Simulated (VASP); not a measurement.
# Cs (Im-3m) in VASP: notebook

Runs on Cs. Level: r2SCAN. Tasks: single point, relaxation of cell and atoms.

All numbers are computed with VASP 6.6.1; they aren't measurements. Logs are shortened: lines on timing, memory, paths and dates and some standing lists are left out, and cuts for length are marked.

### Step 1. The cell of the first run

The structure is cubic, space group Im-3m (No. 229). The conventional cell has a = 6.257 Å, b = 6.257 Å, c = 6.257 Å, α = 90.00°, β = 90.00°, γ = 90.00°.

### Step 2. Single point, r2SCAN

Contents of POSCAR:

```
Cs
1.0
   -3.1284650614      3.1284650614      3.1284650614
    3.1284650614     -3.1284650614      3.1284650614
    3.1284650614      3.1284650614     -3.1284650614
Cs
1
Direct
    0.0000000000      0.0000000000      0.0000000000
```

Contents of INCAR.step1:

```
PREC = Accurate
ENCUT = 520
ISMEAR = 0
SIGMA = 0.1
LREAL = False
LASPH = True
NELM = 60
NBANDS = 10
GGA = PE
ALGO = Normal
EDIFF = 1E-4
LWAVE = True
LCHARG = False
```

Contents of INCAR.step2:

```
PREC = Accurate
ENCUT = 520
EDIFF = 1E-6
ISMEAR = 0
SIGMA = 0.1
LREAL = False
LASPH = True
NELM = 60
ALGO = Normal
ISIF = 2
LWAVE = False
LCHARG = True
METAGGA = R2SCAN
LMIXTAU = True
LELF = True
LVHAR = True
NBANDS = 10
ISTART = 1
```

Contents of KPOINTS:

```
regular mesh
0
Gamma
  4 4 4
```

Potentials or basis: VASP PAW PBE potentials, release 64 (Cs_sv).

Launch:

```console
cat potpaw_PBE.64/Cs_sv/POTCAR > POTCAR
cp INCAR.step1 INCAR
mpirun -np 1 vasp_std > vasp.out
cp INCAR.step2 INCAR
mpirun -np 1 vasp_std > vasp.out
```

OUTCAR:

```text
PREC = Accurate
   ENCUT = 520
   EDIFF = 1E-6
   ISMEAR = 0
   LREAL = False
   LASPH = True
   NELM = 60
   ISIF = 2
   METAGGA = R2SCAN
   ISTART = 1

 ion  position               nearest neighbor table
   1  0.000  0.000  0.000-

  LATTYP: Found a body centered cubic cell.
 ALAT       =     6.2569301228

  Lattice vectors:

 A1 = (  -3.1284650614,   3.1284650614,   3.1284650614)
 A2 = (   3.1284650614,  -3.1284650614,   3.1284650614)
 A3 = (   3.1284650614,   3.1284650614,  -3.1284650614)

Analysis of symmetry for initial positions (statically):
=====================================================================
 Subroutine PRICEL returns:
 Original cell was already a primitive cell.

 Routine SETGRP: Setting up the symmetry group for a
 body centered cubic supercell.

 Subroutine GETGRP returns: Found 48 space group operations
 (whereof 48 operations were pure point group operations)
 out of a pool of 48 trial point group operations.

The static configuration has the point symmetry O_h .

Analysis of symmetry for dynamics (positions and initial velocities):
=====================================================================
 Subroutine PRICEL returns:
 Original cell was already a primitive cell.

 Routine SETGRP: Setting up the symmetry group for a
 body centered cubic supercell.

 Subroutine GETGRP returns: Found 48 space group operations
 (whereof 48 operations were pure point group operations)
 out of a pool of 48 trial point group operations.

The dynamic configuration has the point symmetry O_h .

 Subroutine INISYM returns: Found 48 space group operations
 (whereof 48 operations are pure point group operations),
 and found     1 'primitive' translations

----------------------------------------------------------------------------------------

                                     Primitive cell

  volume of cell :     122.4768

  direct lattice vectors                    reciprocal lattice vectors
    -3.128465061  3.128465061  3.128465061     0.000000000  0.159822785  0.159822785
     3.128465061 -3.128465061  3.128465061     0.159822785  0.000000000  0.159822785
     3.128465061  3.128465061 -3.128465061     0.159822785  0.159822785  0.000000000

  length of vectors
     5.418660436  5.418660436  5.418660436     0.226023551  0.226023551  0.226023551

  position of ions in fractional coordinates (direct lattice)
     0.000000000  0.000000000  0.000000000

  ion indices of the primitive-cell ions
   primitive index   ion index
                 1           1

----------------------------------------------------------------------------------------

 KPOINTS: regular mesh

Automatic generation of k-mesh.
 Grid dimensions read from file:
 generate k-points for:    4    4    4

 Generating k-lattice:

  Cartesian coordinates                     Fractional coordinates (reciprocal lattice)
     0.000000000  0.039955696  0.039955696     0.250000000  0.000000000  0.000000000
     0.039955696  0.000000000  0.039955696     0.000000000  0.250000000  0.000000000
     0.039955696  0.039955696  0.000000000     0.000000000  0.000000000  0.250000000

  Length of vectors
     0.056505888  0.056505888  0.056505888

  Shift w.r.t. Gamma in fractional coordinates (k-lattice)
     0.000000000  0.000000000  0.000000000

 Subroutine IBZKPT returns following result:
 ===========================================

 Found      8 irreducible k-points:

 Following reciprocal coordinates:
            Coordinates               Weight
  0.000000  0.000000  0.000000      1.000000
  0.250000  0.000000  0.000000     12.000000
  0.500000  0.000000  0.000000      6.000000
  0.250000  0.250000  0.000000     24.000000
  0.250000  0.250000  0.250000      2.000000
 -0.250000  0.250000  0.250000      6.000000
  0.500000  0.500000  0.250000     12.000000
  0.500000  0.500000  0.500000      1.000000
   k-points           NKPTS =      8   k-points in BZ     NKDIM =      8   number of bands    NBANDS=     10
   number of dos      NEDOS =    301   number of ions     NIONS =      1
   total plane-waves  NPLWV =  64000
   dimension x,y,z NGX =    40 NGY =   40 NGZ =   40
   dimension x,y,z NGXF=    80 NGYF=   80 NGZF=   80
   ions per type =               1
   NGX,Y,Z   is equivalent  to a cutoff of  12.27, 12.27, 12.27 a.u.
   NGXF,Y,Z  is equivalent  to a cutoff of  24.54, 24.54, 24.54 a.u.
 SYSTEM =  unknown system
   PREC   = accura    normal or accurate (medium, high low for compatibility)
   ISTART =      1    job   : 0-new  1-cont  2-samecut
   ICHARG =      0    charge: 1-file 2-atom 10-const
   ISPIN  =      1    spin polarized calculation?
   LNONCOLLINEAR =      F non collinear calculations
   LSORBIT =      F    spin-orbit coupling
   LASPH  =      T    aspherical Exc in radial PAW
   ENCUT  =  520.0 eV  38.22 Ry    6.18 a.u.  10.08 10.08 10.08*2*pi/ulx,y,z
   NELM   =     60;   NELMIN=  2; NELMDL=  0     # of ELM steps
   EDIFF  = 0.1E-05   stopping-criterion for ELM
   LREAL  =      F    real-space projection
   EDIFFG = 0.1E-04   stopping-criterion for IOM
   NSW    =      0    number of steps for IOM
   IBRION =     -1    ionic relax: 0-MD 1-quasi-New 2-CG
   NFREE  =      0    steps in history (QN), initial steepest desc. (CG)
   ISIF   =      2    stress and relaxation
   ISYM   =      2    0-nonsym 1-usesym 2-fastsym
   POTIM  = 0.5000    time-step for ionic-motion
   TEBEG  =    0.0;   TEEND  =   0.0 temperature during run
   PSTRESS=    0.0 pullay stress
   NELECT =       9.0000    total number of electrons
   NUPDOWN=      -1.0000    fix difference up-down
   EMIN   =  10.00;   EMAX   =-10.00  energy-range for DOS
   EFERMI =   0.00;   METHOD = LEGACY
   ISMEAR =     0;   SIGMA  =   0.10  broadening in eV -4-tet -1-fermi 0-gaus
   EFERMI_NEDOS =   21; number of points for ismear=-14 and -15
   IALGO  =     38    algorithm
   IMIX   =      4    mixing-type and parameters
     AMIX     =   0.40;   BMIX     =  1.00
     AMIX_MAG =   1.60;   BMIX_MAG =  1.00
  volume/ion in A,a.u.               =     122.48       826.51
  Fermi-wavevector in a.u.,A,eV,Ry     =   0.685706  1.295796  6.397353  0.470192
  Thomas-Fermi vector in A             =   1.765724
   LORBIT       =      0    0 simple, 1 ext, 2 COOP (PROOUT), +10 PAW based schemes
   METAGGA = R2SCAN    functional components
   LHFCALC =     F    Hartree Fock is set to
   AEXX    =    0.0000 exact exchange contribution
   IVDW    =     0    specifies the selected vdW correction
   LEPSILON=     F    determine dielectric tensor
   LRPA    =     F    only Hartree local field effects (RPA)
 non-spin polarized calculation
 Gauss-broadening in eV      SIGMA  =   0.10
  energy-cutoff  :      520.00
  volume of cell :      122.48
 maximum number of plane-waves:      3352
   NGX = 21   NGY = 21   NGZ = 21

 number of electron       8.9999999 magnetization

 Free energy of the ion-electron system (eV)
  ---------------------------------------------------
  ext. energy  EPLUGINS =         0.00000000
  ---------------------------------------------------
  free energy    TOTEN  =       -24.97580533 eV

  energy without entropy =      -24.95324131  energy(sigma->0) =      -24.96452332

 E-fermi :   0.4053     XC(G=0):  -5.4699

 val. band max:        0.4003186492   @ k =   0.2500   0.2500   0.0000
 cond. band min:       0.5187777613   @ k =   0.5000   0.0000   0.0000
 fundamental gap:      0.1184591121
 Fermi energy:         0.4053031405

 k-point     1 :       0.0000    0.0000    0.0000
  band No.  band energies     occupation
      1     -24.4405      2.00000
      2     -10.8158      2.00000
      3     -10.8158      2.00000
      4     -10.8158      2.00000
      5      -1.3258      2.00000
      6       3.1635      0.00000
      7       3.1635      0.00000
      8       3.1635      0.00000
      9       3.9967      0.00000
     10       3.9967      0.00000

 k-point     2 :       0.2500    0.0000    0.0000
  band No.  band energies     occupation
      1     -24.4378      2.00000
      2     -10.8730      2.00000
      3     -10.8341      2.00000
      4     -10.8160      2.00000
      5      -0.6775      2.00000
      6       2.2584      0.00000
      7       2.6116      0.00000
      8       3.8207      0.00000
      9       3.8540      0.00000
     10       3.9635      0.00000

 k-point     3 :       0.5000    0.0000    0.0000
  band No.  band energies     occupation
      1     -24.4351      2.00000
      2     -10.9283      2.00000
      3     -10.8522      2.00000
      4     -10.8162      2.00000
      5       0.5188      0.10854
      6       1.1300      0.00000
      7       2.2459      0.00000
      8       3.8780      0.00000
      9       4.4665      0.00000
     10       4.8306      0.00000

 k-point     4 :       0.2500    0.2500    0.0000
  band No.  band energies     occupation
      1     -24.4351      2.00000
      2     -10.9075      2.00000
      3     -10.8625      2.00000
      4     -10.8274      2.00000
      5       0.4003      1.05620
      6       1.5659      0.00000
      7       1.9456      0.00000
      8       3.8653      0.00000
      9       4.0943      0.00000
     10       4.6721      0.00000

 k-point     5 :       0.2500    0.2500    0.2500
  band No.  band energies     occupation
      1     -24.4348      2.00000
      2     -10.8710      2.00000
      3     -10.8710      2.00000
      4     -10.8710      2.00000
      5       1.3900      0.00000
      6       1.3900      0.00000
      7       1.3900      0.00000
      8       3.1380      0.00000
      9       4.5498      0.00000
     10       4.5498      0.00000

 k-point     6 :      -0.2500    0.2500    0.2500
  band No.  band energies     occupation
      1     -24.4354      2.00000
      2     -10.8750      2.00000
      3     -10.8539      2.00000
      4     -10.8539      2.00000
      5      -0.1029      2.00000
      6       2.0384      0.00000
      7       2.8146      0.00000
      8       2.8146      0.00000
      9       3.8923      0.00000
     10       4.0721      0.00000

 k-point     7 :       0.5000    0.5000    0.2500
  band No.  band energies     occupation
      1     -24.4330      2.00000
      2     -10.9114      2.00000
      3     -10.8734      2.00000
      4     -10.8559      2.00000
      5       1.0455      0.00000
      6       1.0943      0.00000
      7       2.5996      0.00000
      8       2.7441      0.00000
      9       4.0122      0.00000
     10       5.2355      0.00000

 k-point     8 :       0.5000    0.5000    0.5000
  band No.  band energies     occupation
      1     -24.4309      2.00000
      2     -10.8945      2.00000
      3     -10.8945      2.00000
      4     -10.8945      2.00000
      5       1.0904      0.00000
      6       1.0904      0.00000
      7       3.4860      0.00000
      8       3.4860      0.00000
      9       3.4861      0.00000
     10       5.0354      0.00000

------------------------ aborting loop because EDIFF is reached ----------------------------------------

  FORCE on cell =-STRESS in cart. coord.  units (eV):
  Direction    XX          YY          ZZ          XY          YZ          ZX
  --------------------------------------------------------------------------------------
  -------------------------------------------------------------------------------------
  Total        0.0472880      0.0472880      0.0472880      0.0000000      0.0000000     -0.0000000
  in kB        0.6185964      0.6185964      0.6185964      0.0000000      0.0000000     -0.0000000
  external PRESSURE =       0.6185964 kB  Pullay stress =       0.0000000 kB

 VOLUME and BASIS-vectors are now :
 -----------------------------------------------------------------------------
  energy-cutoff  :      520.00
  volume of cell :      122.48
      direct lattice vectors                 reciprocal lattice vectors
    -3.128465061  3.128465061  3.128465061     0.000000000  0.159822785  0.159822785
     3.128465061 -3.128465061  3.128465061     0.159822785  0.000000000  0.159822785
     3.128465061  3.128465061 -3.128465061     0.159822785  0.159822785  0.000000000

 POSITION                                       TOTAL-FORCE (eV/Angst)
 -----------------------------------------------------------------------------------
      0.00000      0.00000      0.00000        -0.000000     -0.000000     -0.000000
 -----------------------------------------------------------------------------------
    total drift:                                0.000000      0.000000      0.000000

  FREE ENERGIE OF THE ION-ELECTRON SYSTEM (eV)
  ---------------------------------------------------
  free  energy   TOTEN  =       -24.9758053272 eV

  energy  without entropy=      -24.9532413071  energy(sigma->0) =      -24.96452332
```

Run time: 1.9 min. Hardware: 1 thread of Oxide Virtual Turin-like, shared host; peak memory 0.22 GiB.

What came out:

| Property | Result |
| --- | --- |
| Free energy | -24.9758 eV |
| Pressure | 0.1 GPa |
| Band gap on the k mesh | zero (an odd number of electrons rules out a gap without spin polarisation) |

Levels at points of the mesh, in eV from the Fermi level:
```
           k point  band 2  band 3  band 4  band 5  band 6  band 7
(0.00, 0.00, 0.00)  -11.22  -11.22  -11.22   -1.73    2.76    2.76
(0.50, 0.00, 0.00)  -11.33  -11.26  -11.22    0.11    0.72    1.84
(0.50, 0.50, 0.50)  -11.30  -11.30  -11.30    0.69    0.69    3.08
```

Caveat: the PAW data sets were made with another functional, which shifts forces and pressure a little; spin-orbit coupling is left out, which moves the levels of the heavy elements.

### Step 3. Relaxation of cell and atoms, r2SCAN

POSCAR is that of step 2.

Contents of INCAR.step1:

```
PREC = Accurate
ENCUT = 600
ISMEAR = 0
SIGMA = 0.1
LREAL = F
LASPH = T
NELM = 60
GGA = PE
ALGO = Normal
EDIFF = 1E-4
LWAVE = T
LCHARG = F
```

Contents of INCAR.step2:

```
PREC = Accurate
ENCUT = 600
EDIFF = 1E-6
ISMEAR = 0
SIGMA = 0.1
LREAL = F
LASPH = T
NELM = 60
ALGO = Normal
ISIF = 3
LWAVE = F
LCHARG = F
METAGGA = R2SCAN
LMIXTAU = T
IBRION = 2
NSW = 100
EDIFFG = -0.01
ISTART = 1
```

Contents of KPOINTS:

```
Automatic mesh
0
Gamma
  10 10 10
```

Potentials or basis: VASP PAW PBE potentials, release 64 (Cs_sv).

Launch:

```console
cat potpaw_PBE.64/Cs_sv/POTCAR > POTCAR
cp INCAR.step1 INCAR
mpirun -np 1 vasp_std > vasp.out
cp INCAR.step2 INCAR
mpirun -np 1 vasp_std > vasp.out
```

Run time: 9.9 min. Hardware: 1 thread of Oxide Virtual Turin-like, shared host; peak memory 0.34 GiB.

Results (log left out):

```yaml
Free_energy: -25.0193 eV
Pressure_after_relaxing: 0.0 GPa
Band_gap_on_the_k_mesh: zero (an odd number of electrons rules out a gap without spin polarisation)
```

Final structure:
```
Cs
1.0
    -3.12847    3.12847    3.12847
     3.12847   -3.12847    3.12847
     3.12847    3.12847   -3.12847
Cs
1
Direct
  0.00000 0.00000 0.00000
```

Levels at points of the mesh, in eV from the Fermi level:
| k point | band 1 | band 2 | band 3 | band 4 | band 5 | band 6 | band 7 | band 8 |
| --- | --- | --- | --- | --- | --- | --- | --- | --- |
| (0.00, 0.00, 0.00) | -24.84 | -11.22 | -11.22 | -11.22 | -1.73 | 2.76 | 2.76 | 2.76 |
| (0.50, 0.00, 0.00) | -24.84 | -11.33 | -11.25 | -11.22 | 0.12 | 0.73 | 1.85 | 3.48 |
| (0.50, 0.50, 0.50) | -24.83 | -11.29 | -11.29 | -11.29 | 0.69 | 0.69 | 3.09 | 3.09 |

Caveat: the PAW data sets were made with another functional, which shifts forces and pressure a little; spin-orbit coupling is left out, which moves the levels of the heavy elements.

The gap in the log of VASP goes by the Fermi energy; the results here count the filled bands.